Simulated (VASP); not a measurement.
# SnO (Cmce) in VASP: single point with PBE+D3(BJ)

Aim: the single point of SnO with PBE+D3(BJ).

All numbers are computed with VASP 6.6.1; they aren't measurements. Logs are shortened: lines on timing, memory, paths and dates and some standing lists are left out, and cuts for length are marked.

### Step 1. The cell of the first run

It takes space group Cmce (No. 64, orthorhombic). Conventional cell: a = 5.474 Å, b = 5.476 Å, c = 10.222 Å, α = 90.00°, β = 90.00°, γ = 90.00°. Sn (site symmetry m) has 4 O at 2.25 to 2.26 Å within 3.0 Å. Within 3.0 Å of O (site symmetry 2) lie 4 Sn at 2.25 to 2.26 Å and 4 O at 2.74 Å.

### Step 2. Single point, PBE+D3(BJ)

The input, INCAR:

```
PREC = Accurate ; ENCUT = 1340
EDIFF = 1E-6 ; ISMEAR = 0
SIGMA = 0.1 ; LREAL = F
LASPH = T ; NELM = 120
ALGO = Normal ; ISIF = 2
LWAVE = F ; LCHARG = F
GGA = PE ; IVDW = 12
NBANDS = 50 ; GGA_COMPAT = F
```

The input, KPOINTS:

```
regular mesh
0
Gamma
  6 6 2
```

The input, POSCAR:

```
SnO
1.0
    2.7369120000     -2.7377960000      0.0000000000
    2.7369120000      2.7377960000      0.0000000000
    0.0000000000      0.0000000000     10.2219600000
Sn O
4 4
Direct
    0.7365470000      0.2634530000      0.8638580000
    0.2634530000      0.7365470000      0.1361420000
    0.7634530000      0.2365470000      0.3638580000
    0.2365470000      0.7634530000      0.6361420000
    0.2619440000      0.2380560000      0.2500000000
    0.7380560000      0.7619440000      0.7500000000
    0.2380560000      0.2619440000      0.7500000000
    0.7619440000      0.7380560000      0.2500000000
```

Potentials or basis: VASP PAW PBE potentials, release 64 (Sn_d, O_h).

The run is started by

```sh
cat potpaw_PBE.64/Sn_d/POTCAR potpaw_PBE.64/O_h/POTCAR > POTCAR
mpirun -np 1 vasp_std > vasp.out
```

OUTCAR:

```text
PREC = Accurate
   ENCUT = 1340
   EDIFF = 1E-6
   ISMEAR = 0
   LREAL = F
   LASPH = T
   NELM = 120
   ISIF = 2
   GGA = PE
   IVDW = 12
 IVDW          = 12

 ion  position               nearest neighbor table
   1  0.737  0.263  0.864-   6 2.25   7 2.25   7 2.26   6 2.26   4 3.59   4 3.59   4 3.59   4 3.59

   2  0.263  0.737  0.136-   5 2.25   8 2.25   5 2.26   8 2.26   3 3.59   3 3.59   3 3.59   3 3.59

   3  0.763  0.237  0.364-   5 2.25   8 2.25   8 2.26   5 2.26   2 3.59   2 3.59   2 3.59   2 3.59

   4  0.237  0.763  0.636-   6 2.25   7 2.25   6 2.26   7 2.26   1 3.59   1 3.59   1 3.59   1 3.59

   5  0.262  0.238  0.250-   2 2.25   3 2.25   3 2.26   2 2.26
   6  0.738  0.762  0.750-   1 2.25   4 2.25   1 2.26   4 2.26
   7  0.238  0.262  0.750-   1 2.25   4 2.25   4 2.26   1 2.26
   8  0.762  0.738  0.250-   2 2.25   3 2.25   2 2.26   3 2.26

  LATTYP: Found a base centered orthorhombic cell.
 ALAT       =     5.4738240000
 B/A-ratio  =     1.0003229918
 C/A-ratio  =     1.8674257704

  Lattice vectors:

 A1 = (   2.7369120000,  -2.7377960000,   0.0000000000)
 A2 = (   2.7369120000,   2.7377960000,   0.0000000000)
 A3 = (   0.0000000000,   0.0000000000,  10.2219600000)

Analysis of symmetry for initial positions (statically):
=====================================================================
 Subroutine PRICEL returns:
 Original cell was already a primitive cell.

 Routine SETGRP: Setting up the symmetry group for a
 base centered orthorhombic supercell.

 Subroutine GETGRP returns: Found  8 space group operations
 (whereof  4 operations were pure point group operations)
 out of a pool of  8 trial point group operations.

The static configuration has the point symmetry C_2h.
 The point group associated with its full space group is D_2h.

Analysis of symmetry for dynamics (positions and initial velocities):
=====================================================================
 Subroutine PRICEL returns:
 Original cell was already a primitive cell.

 Routine SETGRP: Setting up the symmetry group for a
 base centered orthorhombic supercell.

 Subroutine GETGRP returns: Found  8 space group operations
 (whereof  4 operations were pure point group operations)
 out of a pool of  8 trial point group operations.

The dynamic configuration has the point symmetry C_2h.
 The point group associated with its full space group is D_2h.

 Subroutine INISYM returns: Found  8 space group operations
 (whereof  4 operations are pure point group operations),
 and found     1 'primitive' translations

----------------------------------------------------------------------------------------

                                     Primitive cell

  volume of cell :     153.1885

  direct lattice vectors                    reciprocal lattice vectors
     2.736912000 -2.737796000  0.000000000     0.182687642 -0.182628655  0.000000000
     2.736912000  2.737796000  0.000000000     0.182687642  0.182628655  0.000000000
     0.000000000  0.000000000 10.221960000     0.000000000  0.000000000  0.097828596

  length of vectors
     3.871203202  3.871203202 10.221960000     0.258317634  0.258317634  0.097828596

  position of ions in fractional coordinates (direct lattice)
     0.736547000  0.263453000  0.863858000
     0.263453000  0.736547000  0.136142000
     0.763453000  0.236547000  0.363858000
     0.236547000  0.763453000  0.636142000
     0.261944000  0.238056000  0.250000000
     0.738056000  0.761944000  0.750000000
     0.238056000  0.261944000  0.750000000
     0.761944000  0.738056000  0.250000000

  ion indices of the primitive-cell ions
   primitive index   ion index
                 1           1
                 2           2
                 3           3
                 4           4
                 5           5
                 6           6
                 7           7
                 8           8

----------------------------------------------------------------------------------------

 KPOINTS: regular mesh

Automatic generation of k-mesh.
 Grid dimensions read from file:
 generate k-points for:    6    6    2

 Generating k-lattice:

  Cartesian coordinates                     Fractional coordinates (reciprocal lattice)
     0.030447940 -0.030438109  0.000000000     0.166666667  0.000000000  0.000000000
     0.030447940  0.030438109  0.000000000     0.000000000  0.166666667  0.000000000
     0.000000000  0.000000000  0.048914298     0.000000000  0.000000000  0.500000000

  Length of vectors
     0.043052939  0.043052939  0.048914298

  Shift w.r.t. Gamma in fractional coordinates (k-lattice)
     0.000000000  0.000000000  0.000000000

 Subroutine IBZKPT returns following result:
 ===========================================

 Found     26 irreducible k-points:

 Following reciprocal coordinates:
            Coordinates               Weight
  0.000000  0.000000  0.000000      1.000000
  0.166667  0.000000  0.000000      4.000000
  0.333333  0.000000  0.000000      4.000000
  0.500000  0.000000  0.000000      2.000000
  0.166667  0.166667  0.000000      2.000000
  0.333333  0.166667  0.000000      4.000000
[... 16 lines left out ...]
  0.333333  0.333333  0.500000      2.000000
  0.500000  0.333333  0.500000      4.000000
 [... further k-points ...]
   k-points           NKPTS =     26   k-points in BZ     NKDIM =     26   number of bands    NBANDS=     50
   number of dos      NEDOS =    301   number of ions     NIONS =      8
   total plane-waves  NPLWV = 290304
   dimension x,y,z NGX =    48 NGY =   48 NGZ =  126
   dimension x,y,z NGXF=    96 NGYF=   96 NGZF=  252
   ions per type =               4   4
   NGX,Y,Z   is equivalent  to a cutoff of  20.61, 20.61, 20.49 a.u.
   NGXF,Y,Z  is equivalent  to a cutoff of  41.23, 41.23, 40.98 a.u.
 SYSTEM =  unknown system
   PREC   = accura    normal or accurate (medium, high low for compatibility)
   ISTART =      0    job   : 0-new  1-cont  2-samecut
   ICHARG =      2    charge: 1-file 2-atom 10-const
   ISPIN  =      1    spin polarized calculation?
   LNONCOLLINEAR =      F non collinear calculations
   LSORBIT =      F    spin-orbit coupling
   LASPH  =      T    aspherical Exc in radial PAW
   ENCUT  = 1340.0 eV  98.49 Ry    9.92 a.u.  11.55 11.55 30.51*2*pi/ulx,y,z
   NELM   =    120;   NELMIN=  2; NELMDL= -5     # of ELM steps
   EDIFF  = 0.1E-05   stopping-criterion for ELM
   LREAL  =      F    real-space projection
   EDIFFG = 0.1E-04   stopping-criterion for IOM
   NSW    =      0    number of steps for IOM
   IBRION =     -1    ionic relax: 0-MD 1-quasi-New 2-CG
   NFREE  =      0    steps in history (QN), initial steepest desc. (CG)
   ISIF   =      2    stress and relaxation
   ISYM   =      2    0-nonsym 1-usesym 2-fastsym
   POTIM  = 0.5000    time-step for ionic-motion
   TEBEG  =    0.0;   TEEND  =   0.0 temperature during run
   PSTRESS=    0.0 pullay stress
   NELECT =      80.0000    total number of electrons
   NUPDOWN=      -1.0000    fix difference up-down
   EMIN   =  10.00;   EMAX   =-10.00  energy-range for DOS
   EFERMI =   0.00;   METHOD = LEGACY
   ISMEAR =     0;   SIGMA  =   0.10  broadening in eV -4-tet -1-fermi 0-gaus
   EFERMI_NEDOS =   21; number of points for ismear=-14 and -15
   IALGO  =     38    algorithm
   IMIX   =      4    mixing-type and parameters
     AMIX     =   0.40;   BMIX     =  1.00
     AMIX_MAG =   1.60;   BMIX_MAG =  1.00
  volume/ion in A,a.u.               =      19.15       129.22
  Fermi-wavevector in a.u.,A,eV,Ry     =   1.318346  2.491313 23.647424  1.738037
  Thomas-Fermi vector in A             =   2.448323
   LORBIT       =      0    0 simple, 1 ext, 2 COOP (PROOUT), +10 PAW based schemes
   GGA     = PE    functional components
   LHFCALC =     F    Hartree Fock is set to
   AEXX    =    0.0000 exact exchange contribution
   IVDW    =    12    specifies the selected vdW correction
   LEPSILON=     F    determine dielectric tensor
   LRPA    =     F    only Hartree local field effects (RPA)
 non-spin polarized calculation
 Gauss-broadening in eV      SIGMA  =   0.10
  energy-cutoff  :     1340.00
  volume of cell :      153.19
 maximum number of plane-waves:     17107
 NGX is ok and might be reduce to    48
   NGX = 23   NGY = 23   NGZ = 61

 number of electron      80.0000005 magnetization

 Free energy of the ion-electron system (eV)
  ---------------------------------------------------
  ext. energy  EPLUGINS =         0.00000000
  ---------------------------------------------------
  free energy    TOTEN  =       -45.47496968 eV

  energy without entropy =      -45.47496855  energy(sigma->0) =      -45.47496912

 E-fermi :   6.4876     XC(G=0):  -9.7666

 val. band max:        6.2175360810   @ k =   0.0000   0.0000   0.0000
 cond. band min:       6.7611867832   @ k =   0.5000   0.5000   0.0000
 fundamental gap:      0.5436507022
 Fermi energy:         6.4876272359

 k-point     1 :       0.0000    0.0000    0.0000
  band No.  band energies     occupation
      1     -15.4997      2.00000
      2     -15.4914      2.00000
      3     -15.1558      2.00000
      4     -15.1474      2.00000
      5     -15.1405      2.00000
      6     -15.1397      2.00000
[... 42 lines left out ...]
     49      11.6680      0.00000
     50      11.6979      0.00000

 k-point     2 :       0.1667    0.0000    0.0000
  band No.  band energies     occupation
      1     -15.4860      2.00000
      2     -15.4800      2.00000
      3     -15.1674      2.00000
      4     -15.1549      2.00000
      5     -15.1376      2.00000
      6     -15.1360      2.00000
[... 42 lines left out ...]
     49      11.3212      0.00000
     50      11.8550      0.00000

 k-point     3 :       0.3333    0.0000    0.0000
  band No.  band energies     occupation
      1     -15.4487      2.00000
      2     -15.4469      2.00000
      3     -15.2848      2.00000
      4     -15.2711      2.00000
      5     -15.1400      2.00000
      6     -15.1325      2.00000
[... 42 lines left out ...]
     49      12.0187      0.00000
     50      12.1246      0.00000

 k-point     4 :       0.5000    0.0000    0.0000
  band No.  band energies     occupation
      1     -15.3875      2.00000
      2     -15.3875      2.00000
      3     -15.3796      2.00000
      4     -15.3796      2.00000
      5     -15.1420      2.00000
      6     -15.1420      2.00000
[... 999 lines left out ...]
 k-point    23 :       0.3333    0.3333    0.5000
  band No.  band energies     occupation
      1     -15.4382      2.00000
      2     -15.4382      2.00000
      3     -15.3633      2.00000
      4     -15.3633      2.00000
      5     -15.1250      2.00000
      6     -15.1250      2.00000
[... 42 lines left out ...]
     49      11.9086      0.00000
     50      11.9086      0.00000

 k-point    24 :       0.5000    0.3333    0.5000
  band No.  band energies     occupation
      1     -15.4155      2.00000
      2     -15.4155      2.00000
      3     -15.4151      2.00000
      4     -15.4151      2.00000
      5     -15.1247      2.00000
      6     -15.1247      2.00000
[... 42 lines left out ...]
     49      12.3479      0.00000
     50      12.3848      0.00000

 [... further k-points ...]

------------------------ aborting loop because EDIFF is reached ----------------------------------------

 Edisp (eV)   -1.71534

 E8    (eV) :    -0.7448

  FORCE on cell =-STRESS in cart. coord.  units (eV):
  Direction    XX          YY          ZZ          XY          YZ          ZX
  --------------------------------------------------------------------------------------
  -------------------------------------------------------------------------------------
  Total      -1.95953    -1.95387    -1.97631     0.00000     0.00000     0.00000
  in kB     -20.49450   -20.43526   -20.66997     0.00000     0.00000     0.00000
  external pressure =      -20.53 kB  Pullay stress =        0.00 kB

 VOLUME and BASIS-vectors are now :
 -----------------------------------------------------------------------------
  energy-cutoff  :     1340.00
  volume of cell :      153.19
      direct lattice vectors                 reciprocal lattice vectors
     2.736912000 -2.737796000  0.000000000     0.182687642 -0.182628655  0.000000000
     2.736912000  2.737796000  0.000000000     0.182687642  0.182628655  0.000000000
     0.000000000  0.000000000 10.221960000     0.000000000  0.000000000  0.097828596

 POSITION                                       TOTAL-FORCE (eV/Angst)
 -----------------------------------------------------------------------------------
      2.73691     -1.29523      8.83032         0.000000     -0.048667     -0.000740
      2.73691      1.29523      1.39164         0.000000      0.048667      0.000740
      2.73691     -1.44256      3.71934         0.000000      0.048667     -0.000740
      2.73691      1.44256      6.50262         0.000000     -0.048667      0.000740
      1.36846     -0.06540      2.55549         0.000000     -0.000312      0.000000
      4.10537      0.06540      7.66647         0.000000      0.000312      0.000000
      1.36846      0.06540      7.66647         0.000000      0.000312      0.000000
      4.10537     -0.06540      2.55549         0.000000     -0.000312      0.000000
 -----------------------------------------------------------------------------------
    total drift:                               -0.000000     -0.000000      0.000000

  FREE ENERGIE OF THE ION-ELECTRON SYSTEM (eV)
  ---------------------------------------------------
  free  energy   TOTEN  =       -47.1903120759 eV

  energy  without entropy=      -47.1903109398  energy(sigma->0) =      -47.19031151
```

Run time: 11 min. Hardware: 1 thread of Intel Xeon Platinum 8488C (Sapphire Rapids), shared host; peak memory 0.99 GiB.

Results:

```
Free energy                : -47.1903 eV
Pressure                   : -2.1 GPa
Largest force              : 0.049 eV/Å
Band gap on the k mesh     : 0.54 eV
Dispersion energy per atom : -0.214 eV
```

Forces in eV/Å, atoms in the order of the input:
```
Sn   0.000 -0.049 -0.001
Sn   0.000  0.049  0.001
Sn   0.000  0.049 -0.001
Sn   0.000 -0.049  0.001
O    0.000  0.000  0.000
O    0.000  0.000  0.000
O    0.000  0.000  0.000
O    0.000  0.000  0.000
```

Caveat: semilocal functionals underestimate gaps, and a narrow one can read as zero; spin-orbit coupling is left out, which moves the levels of the heavy elements. A k mesh can miss the band edges.
